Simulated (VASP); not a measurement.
# Ti3Al2 (P4/m) in VASP: notebook

The runs below take Ti3Al2 through single point, with PBE.

Program: VASP 6.6.1. These are calculated values, not measurements. Logs are shortened: lines on timing, memory, paths and dates and some standing lists are left out, and cuts for length are marked.

## Step 1: The cell of the first run

Symmetry: P4/m, No. 83, tetragonal system. The conventional cell has a = 6.480 Å, b = 6.480 Å, c = 3.914 Å, α = 90.00°, β = 90.00°, γ = 90.00°. Ti (site symmetry 4/m) has 8 Ti at 2.84 Å and 4 Al at 2.89 Å within 3.7 Å. Within 3.7 Å of Ti (site symmetry 4/m) lie 8 Al at 2.83 Å and 4 Ti at 2.89 Å. Within 3.7 Å of Ti (site symmetry m) lie 6 Al at 2.82 to 2.84 Å and 6 Ti at 2.84 to 2.91 Å. Al (site symmetry m) has 9 Ti at 2.82 to 2.89 Å and 3 Al at 2.90 to 2.91 Å within 3.7 Å.

## Step 2: Single point, PBE

File INCAR:

```
PREC = Accurate ; ENCUT = 520
EDIFF = 1E-6 ; ISMEAR = 0
SIGMA = 0.1 ; LREAL = False
LASPH = True ; NELM = 100
ALGO = Fast ; ISIF = 2
LWAVE = False ; LCHARG = True
GGA = PE ; LELF = True
LVHAR = True ; NBANDS = 53
```

File KPOINTS:

```
regular mesh
0
Gamma
  6 6 8
```

File POSCAR:

```
Ti3Al2
1.0
    6.4795628875      0.0000000000      0.0000000000
    0.0000000000      6.4795628875      0.0000000000
    0.0000000000      0.0000000000      3.9140495365
Ti Al
6 4
Direct
    0.0000000000      0.0000000000      0.0000000000
    0.5000000000      0.5000000000      0.5000000000
    0.8985507347      0.3009111971      0.5000000000
    0.1014492653      0.6990888029      0.5000000000
    0.6990888029      0.8985507347      0.5000000000
    0.3009111971      0.1014492653      0.5000000000
    0.7997578036      0.6017323431      0.0000000000
    0.2002421964      0.3982676569      0.0000000000
    0.6017323431      0.2002421964      0.0000000000
    0.3982676569      0.7997578036      0.0000000000
```

Potentials or basis: VASP PAW PBE potentials, release 64 (Ti_sv, Al).

Run with:

```console
$ cat potpaw_PBE.64/Ti_sv/POTCAR potpaw_PBE.64/Al/POTCAR > POTCAR
$ mpirun -np 1 vasp_std > vasp.out
```

OUTCAR:

```text
PREC = Accurate
   ENCUT = 520
   EDIFF = 1E-6
   ISMEAR = 0
   LREAL = False
   LASPH = True
   NELM = 100
   ISIF = 2
   GGA = PE

 ion  position               nearest neighbor table
   1  0.000  0.000  0.000-   3 2.84   4 2.84   5 2.84   6 2.84   3 2.84   4 2.84   5 2.84   6 2.84
                             7 2.89   8 2.89   9 2.89  10 2.89
   2  0.500  0.500  0.500-   7 2.83   8 2.83   9 2.83  10 2.83   7 2.83   8 2.83   9 2.83  10 2.83
                             3 2.89   4 2.89   5 2.89   6 2.89
   3  0.899  0.301  0.500-   9 2.82   9 2.82   7 2.84   7 2.84   8 2.84   8 2.84   1 2.84   1 2.84
                             2 2.89   4 2.90   6 2.91   5 2.91
   4  0.101  0.699  0.500-  10 2.82  10 2.82   8 2.84   8 2.84   7 2.84   7 2.84   1 2.84   1 2.84
                             2 2.89   3 2.90   6 2.91   5 2.91
   5  0.699  0.899  0.500-   7 2.82   7 2.82  10 2.84  10 2.84   9 2.84   9 2.84   1 2.84   1 2.84
                             2 2.89   6 2.90   3 2.91   4 2.91
   6  0.301  0.101  0.500-   8 2.82   8 2.82   9 2.84   9 2.84  10 2.84  10 2.84   1 2.84   1 2.84
                             2 2.89   5 2.90   3 2.91   4 2.91
   7  0.800  0.602  0.000-   5 2.82   5 2.82   2 2.83   2 2.83   3 2.84   3 2.84   4 2.84   4 2.84
                             1 2.89   9 2.90  10 2.90   8 2.91
   8  0.200  0.398  0.000-   6 2.82   6 2.82   2 2.83   2 2.83   4 2.84   4 2.84   3 2.84   3 2.84
                             1 2.89   9 2.90  10 2.90   7 2.91
   9  0.602  0.200  0.000-   3 2.82   3 2.82   2 2.83   2 2.83   6 2.84   6 2.84   5 2.84   5 2.84
                             1 2.89   7 2.90   8 2.90  10 2.91
  10  0.398  0.800  0.000-   4 2.82   4 2.82   2 2.83   2 2.83   5 2.84   5 2.84   6 2.84   6 2.84
                             1 2.89   7 2.90   8 2.90   9 2.91

  LATTYP: Found a simple tetragonal cell.
 ALAT       =     6.4795628875
 C/A-ratio  =     0.6040607375

  Lattice vectors:

 A1 = (   6.4795628875,   0.0000000000,   0.0000000000)
 A2 = (   0.0000000000,   6.4795628875,   0.0000000000)
 A3 = (   0.0000000000,   0.0000000000,   3.9140495365)

Analysis of symmetry for initial positions (statically):
=====================================================================
 Subroutine PRICEL returns:
 Original cell was already a primitive cell.

 Routine SETGRP: Setting up the symmetry group for a
 simple tetragonal supercell.

 Subroutine GETGRP returns: Found  8 space group operations
 (whereof  8 operations were pure point group operations)
 out of a pool of 16 trial point group operations.

The static configuration has the point symmetry C_4h.
[... 138 lines left out ...]
   TEBEG  =    0.0;   TEEND  =   0.0 temperature during run
   PSTRESS=    0.0 pullay stress
   NELECT =      84.0000    total number of electrons
   NUPDOWN=      -1.0000    fix difference up-down
   EMIN   =  10.00;   EMAX   =-10.00  energy-range for DOS
   EFERMI =   0.00;   METHOD = LEGACY
   ISMEAR =     0;   SIGMA  =   0.10  broadening in eV -4-tet -1-fermi 0-gaus
   EFERMI_NEDOS =   21; number of points for ismear=-14 and -15
   IALGO  =     68    algorithm
   IMIX   =      4    mixing-type and parameters
     AMIX     =   0.40;   BMIX     =  1.00
     AMIX_MAG =   1.60;   BMIX_MAG =  1.00
  volume/ion in A,a.u.               =      16.43       110.90
  Fermi-wavevector in a.u.,A,eV,Ry     =   1.308967  2.473589 23.312147  1.713394
  Thomas-Fermi vector in A             =   2.439598
   LORBIT       =      0    0 simple, 1 ext, 2 COOP (PROOUT), +10 PAW based schemes
   GGA     = PE    functional components
   LHFCALC =     F    Hartree Fock is set to
   AEXX    =    0.0000 exact exchange contribution
   IVDW    =     0    specifies the selected vdW correction
   LEPSILON=     F    determine dielectric tensor
   LRPA    =     F    only Hartree local field effects (RPA)
 non-spin polarized calculation
 RMM-DIIS sequential band-by-band and
 Gauss-broadening in eV      SIGMA  =   0.10
  energy-cutoff  :      520.00
  volume of cell :      164.33
 maximum number of plane-waves:      4464
   NGX = 25   NGY = 25   NGZ = 15

 number of electron      84.0000012 magnetization

 Free energy of the ion-electron system (eV)
  ---------------------------------------------------
  ext. energy  EPLUGINS =         0.00000000
  ---------------------------------------------------
  free energy    TOTEN  =       -65.33871607 eV

  energy without entropy =      -65.29681937  energy(sigma->0) =      -65.31776772

 E-fermi :   8.2590     XC(G=0): -11.1395

 val. band max:        8.2562594087   @ k =   0.1667   0.1667   0.2500
 cond. band min:       8.2670819855   @ k =   0.0000   0.0000   0.2500
 fundamental gap:      0.0108225769
 Fermi energy:         8.2589551660

 k-point     1 :       0.0000    0.0000    0.0000
  band No.  band energies     occupation
      1     -48.4077      2.00000
      2     -48.3358      2.00000
      3     -48.2916      2.00000
      4     -48.2901      2.00000
      5     -48.2901      2.00000
      6     -48.0854      2.00000
[... 1333 lines left out ...]
     52       9.9517      0.00000
     53      10.1018      0.00000

 [... further k-points ...]

------------------------ aborting loop because EDIFF is reached ----------------------------------------

  FORCE on cell =-STRESS in cart. coord.  units (eV):
  Direction    XX          YY          ZZ          XY          YZ          ZX
  --------------------------------------------------------------------------------------
  -------------------------------------------------------------------------------------
  Total       -0.0925168     -0.0925168     -0.0434427      0.0000001      0.0000000      0.0000000
  in kB       -0.9020148     -0.9020148     -0.4235553      0.0000006      0.0000000      0.0000000
  external PRESSURE =      -0.7425283 kB  Pullay stress =       0.0000000 kB

 VOLUME and BASIS-vectors are now :
 -----------------------------------------------------------------------------
  energy-cutoff  :      520.00
  volume of cell :      164.33
      direct lattice vectors                 reciprocal lattice vectors
     6.479562888  0.000000000  0.000000000     0.154331398  0.000000000  0.000000000
     0.000000000  6.479562888  0.000000000     0.000000000  0.154331398  0.000000000
     0.000000000  0.000000000  3.914049536     0.000000000  0.000000000  0.255489868

 POSITION                                       TOTAL-FORCE (eV/Angst)
 -----------------------------------------------------------------------------------
      0.00000      0.00000      0.00000         0.000000      0.000000      0.000000
      3.23978      3.23978      1.95702         0.000000      0.000000      0.000000
      5.82222      1.94977      1.95702         0.002260     -0.008391      0.000000
      0.65735      4.52979      1.95702        -0.002260      0.008391     -0.000000
      4.52979      5.82222      1.95702         0.008391      0.002260     -0.000000
      1.94977      0.65735      1.95702        -0.008391     -0.002260      0.000000
      5.18208      3.89896      0.00000        -0.002249     -0.002368      0.000000
      1.29748      2.58060      0.00000         0.002249      0.002368     -0.000000
      3.89896      1.29748      0.00000        -0.002368      0.002249      0.000000
      2.58060      5.18208      0.00000         0.002368     -0.002249      0.000000
 -----------------------------------------------------------------------------------
    total drift:                                0.000000     -0.000000     -0.000000

  FREE ENERGIE OF THE ION-ELECTRON SYSTEM (eV)
  ---------------------------------------------------
  free  energy   TOTEN  =       -65.3387160743 eV

  energy  without entropy=      -65.2968193746  energy(sigma->0) =      -65.31776772
```

Wall time 15 min (1 thread of Intel Xeon 6975P-C (Granite Rapids), shared host); peak memory 0.49 GiB.

Results:

* Free energy: -65.3387 eV
* Pressure: -0.1 GPa
* Largest force: 0.009 eV/Å
* Band gap on the k mesh: zero (bands 42 and 43 overlap by 0.75 eV)

Forces in eV/Å, atoms in the order of the input:
```
Ti   0.000  0.000  0.000
Ti   0.000  0.000  0.000
Ti   0.002 -0.008  0.000
Ti  -0.002  0.008  0.000
Ti   0.008  0.002  0.000
Ti  -0.008 -0.002  0.000
Al  -0.002 -0.002  0.000
Al   0.002  0.002  0.000
Al  -0.002  0.002  0.000
Al   0.002 -0.002  0.000
```

Levels at points of the mesh, in eV from the Fermi level:
```tsv
k point	band 38	band 39	band 40	band 41	band 42	band 43	band 44	band 45	band 46	band 47
(0.00, 0.00, 0.00)	-0.92	-0.40	-0.34	-0.13	0.22	0.22	0.27	0.27	0.57	0.95
(0.50, 0.00, 0.00)	-0.57	-0.54	-0.52	-0.43	-0.36	-0.17	0.42	0.44	0.54	0.58
(0.50, 0.50, 0.00)	-0.66	-0.59	-0.59	-0.56	-0.53	-0.53	0.14	0.14	0.15	1.17
(0.00, 0.00, 0.50)	-0.85	-0.64	-0.64	-0.58	0.11	0.19	0.21	1.16	1.16	1.17
(0.50, 0.00, 0.50)	-0.51	-0.47	-0.32	-0.08	0.08	0.12	0.62	0.70	1.14	1.22
(0.50, 0.50, 0.50)	-0.39	-0.39	-0.15	-0.15	0.00	0.08	0.19	0.80	0.80	1.44
```

## Step 3: Single point, PBE (16.93 Å³/atom)

This run uses another cell than the first one, of 16.93 Å³/atom.

File INCAR:

```
PREC = Accurate
ENCUT = 520
EDIFF = 1E-6
ISMEAR = 0
SIGMA = 0.1
LREAL = False
LASPH = True
NELM = 100
ALGO = Fast
ISIF = 2
LWAVE = False
LCHARG = False
GGA = PE
NBANDS = 53
```

KPOINTS is that of step 2.

File POSCAR:

```
Ti3Al2
1.0
    6.5433598968      0.0000000000      0.0000000000
    0.0000000000      6.5433598968      0.0000000000
    0.0000000000      0.0000000000      3.9532414942
Ti Al
6 4
Direct
    0.0000000000      0.0000000000      0.0000000000
    0.5000000000      0.5000000000      0.5000000000
    0.8983995811      0.3007011232      0.5000000000
    0.1016004189      0.6992988768      0.5000000000
    0.6992988768      0.8983995811      0.5000000000
    0.3007011232      0.1016004189      0.5000000000
    0.7998950064      0.6021236282      0.0000000000
    0.2001049936      0.3978763718      0.0000000000
    0.6021236282      0.2001049936      0.0000000000
    0.3978763718      0.7998950064      0.0000000000
```

Potentials or basis: VASP PAW PBE potentials, release 64 (Ti_sv, Al).

Run with:

```console
$ cat potpaw_PBE.64/Ti_sv/POTCAR potpaw_PBE.64/Al/POTCAR > POTCAR
$ mpirun -np 1 vasp_std > vasp.out
```

OUTCAR:

```text
PREC = Accurate
   ENCUT = 520
   EDIFF = 1E-6
   ISMEAR = 0
   LREAL = False
   LASPH = True
   NELM = 100
   ISIF = 2
   GGA = PE

 ion  position               nearest neighbor table
   1  0.000  0.000  0.000-   3 2.87   4 2.87   5 2.87   6 2.87   3 2.87   4 2.87   5 2.87   6 2.87
                             7 2.91   8 2.91   9 2.91  10 2.91
   2  0.500  0.500  0.500-   7 2.86   8 2.86   9 2.86  10 2.86   7 2.86   8 2.86   9 2.86  10 2.86
                             3 2.91   4 2.91   5 2.91   6 2.91
   3  0.898  0.301  0.500-   9 2.85   9 2.85   8 2.87   8 2.87   7 2.87   7 2.87   1 2.87   1 2.87
                             2 2.91
   4  0.102  0.699  0.500-  10 2.85  10 2.85   7 2.87   7 2.87   8 2.87   8 2.87   1 2.87   1 2.87
                             2 2.91
   5  0.699  0.898  0.500-   7 2.85   7 2.85   9 2.87   9 2.87  10 2.87  10 2.87   1 2.87   1 2.87
                             2 2.91
   6  0.301  0.102  0.500-   8 2.85   8 2.85  10 2.87  10 2.87   9 2.87   9 2.87   1 2.87   1 2.87
                             2 2.91
   7  0.800  0.602  0.000-   5 2.85   5 2.85   2 2.86   2 2.86   4 2.87   4 2.87   3 2.87   3 2.87
                             1 2.91   9 2.93  10 2.93   8 2.94
   8  0.200  0.398  0.000-   6 2.85   6 2.85   2 2.86   2 2.86   3 2.87   3 2.87   4 2.87   4 2.87
[... 1558 lines left out ...]

 [... further k-points ...]

------------------------ aborting loop because EDIFF is reached ----------------------------------------

  FORCE on cell =-STRESS in cart. coord.  units (eV):
  Direction    XX          YY          ZZ          XY          YZ          ZX
  --------------------------------------------------------------------------------------
  -------------------------------------------------------------------------------------
  Total       -3.3874080     -3.3874080     -3.3647050      0.0000000      0.0000000      0.0000000
  in kB      -32.0644007    -32.0644007    -31.8494997      0.0000003      0.0000000      0.0000000
  external PRESSURE =     -31.9927671 kB  Pullay stress =       0.0000000 kB

 VOLUME and BASIS-vectors are now :
 -----------------------------------------------------------------------------
  energy-cutoff  :      520.00
  volume of cell :      169.26
      direct lattice vectors                 reciprocal lattice vectors
     6.543359897  0.000000000  0.000000000     0.152826685  0.000000000  0.000000000
     0.000000000  6.543359897  0.000000000     0.000000000  0.152826685  0.000000000
     0.000000000  0.000000000  3.953241494     0.000000000  0.000000000  0.252956973

 POSITION                                       TOTAL-FORCE (eV/Angst)
 -----------------------------------------------------------------------------------
      0.00000      0.00000      0.00000         0.000000      0.000000     -0.000000
      3.27168      3.27168      1.97662         0.000000      0.000000     -0.000000
      5.87855      1.96760      1.97662         0.001888     -0.004690     -0.000000
      0.66481      4.57576      1.97662        -0.001888      0.004690     -0.000000
      4.57576      5.87855      1.97662         0.004690      0.001888      0.000000
      1.96760      0.66481      1.97662        -0.004690     -0.001888      0.000000
      5.23400      3.93991      0.00000         0.000015     -0.000686     -0.000000
      1.30936      2.60345      0.00000        -0.000015      0.000686     -0.000000
      3.93991      1.30936      0.00000        -0.000686     -0.000015     -0.000000
      2.60345      5.23400      0.00000         0.000686      0.000015     -0.000000
 -----------------------------------------------------------------------------------
    total drift:                                0.000000      0.000000     -0.000000

  FREE ENERGIE OF THE ION-ELECTRON SYSTEM (eV)
  ---------------------------------------------------
  free  energy   TOTEN  =       -65.2880725320 eV

  energy  without entropy=      -65.2437684165  energy(sigma->0) =      -65.26592047
```

stdout:

```text
POSCAR found type information on POSCAR TiAl
 POSCAR found :  2 types and      10 ions
 scaLAPACK will be used
 LDA part: xc-table for (Slater+PW92), standard interpolation
 POSCAR, INCAR and KPOINTS ok, starting setup
 FFT: planning ... GRIDC
 FFT: planning ... GRID_SOFT
 FFT: planning ... GRID
 WAVECAR not read
 entering main loop
WARNING in EDDRMM: call to ZHEGV failed, returncode =   6  3      9
WARNING in EDDRMM: call to ZHEGV failed, returncode =   6  3     13
WARNING in EDDRMM: call to ZHEGV failed, returncode =   8  4     20
WARNING in EDDRMM: call to ZHEGV failed, returncode =   8  4     20
WARNING in EDDRMM: call to ZHEGV failed, returncode =   8  4     16
WARNING in EDDRMM: call to ZHEGV failed, returncode =   8  4     22
WARNING in EDDRMM: call to ZHEGV failed, returncode =   6  3     10
WARNING in EDDRMM: call to ZHEGV failed, returncode =   8  4     24
WARNING in EDDRMM: call to ZHEGV failed, returncode =   6  3     23
WARNING in EDDRMM: call to ZHEGV failed, returncode =   8  4      9
WARNING in EDDRMM: call to ZHEGV failed, returncode =   6  3     11
WARNING in EDDRMM: call to ZHEGV failed, returncode =   6  3     22
WARNING in EDDRMM: call to ZHEGV failed, returncode =   8  4     16
WARNING in EDDRMM: call to ZHEGV failed, returncode =   8  4     24
WARNING in EDDRMM: call to ZHEGV failed, returncode =   8  4     31
WARNING in EDDRMM: call to ZHEGV failed, returncode =   8  4     13
WARNING in EDDRMM: call to ZHEGV failed, returncode =   6  3     11
WARNING in EDDRMM: call to ZHEGV failed, returncode =   8  4     23
WARNING in EDDRMM: call to ZHEGV failed, returncode =   6  3     11
WARNING in EDDRMM: call to ZHEGV failed, returncode =   6  3     10
WARNING in EDDRMM: call to ZHEGV failed, returncode =   8  4     20
WARNING in EDDRMM: call to ZHEGV failed, returncode =   8  4     24
```

Run time: 18 min. Hardware: 1 thread of Intel Xeon 6975P-C (Granite Rapids), shared host; peak memory 0.49 GiB.

Results:

```yaml
Free_energy: -65.2881 eV
Pressure: -3.2 GPa
Largest_force: 0.005 eV/Å
Band_gap_on_the_k_mesh: zero (bands 42 and 43 overlap by 0.72 eV)
```

Forces in eV/Å, atoms in the order of the input:
```
Ti   0.000  0.000  0.000
Ti   0.000  0.000  0.000
Ti   0.002 -0.005  0.000
Ti  -0.002  0.005  0.000
Ti   0.005  0.002  0.000
Ti  -0.005 -0.002  0.000
Al   0.000 -0.001  0.000
Al   0.000  0.001  0.000
Al  -0.001  0.000  0.000
Al   0.001  0.000  0.000
```

Caveat: the cell stands under tension.
